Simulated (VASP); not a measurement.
A run of VASP 6.6.1 is set up as follows.

INCAR

```
ALGO = Normal
EDIFF = 1E-6
ENCUT = 520
GGA = PE
ISIF = 2
ISMEAR = -1
LASPH = True
LCHARG = False
LREAL = False
LWAVE = False
NBANDS = 15
NELM = 60
PREC = Accurate
SIGMA = 0.1
```

Contents of KPOINTS:

```
k-points
0
Gamma
  17 17 17
```

Contents of POSCAR:

```
TaN
1.0
    0.0000000000      1.9648577501      1.9648577501
    1.9648577501      0.0000000000      1.9648577501
    1.9648577501      1.9648577501      0.0000000000
Ta N
1 1
Direct
    0.0000000000      0.0000000000      0.0000000000
    0.2500000000      0.2500000000      0.2500000000
```

Potentials or basis: VASP PAW PBE potentials, release 64 (Ta_pv, N).

Run with:

```bash
$ cat potpaw_PBE.64/Ta_pv/POTCAR potpaw_PBE.64/N/POTCAR > POTCAR
$ mpirun -np 1 vasp_std > vasp.out
```

Q: What does it give for the band gap on the k mesh?

A: Zero (band 8 reaches 14.91 eV, above the bottom of band 9 at 12.62 eV).

Q: Estimate the pressure.

A: 459.5 GPa.

Caveat: spin-orbit coupling is left out, which moves the levels of the heavy elements.
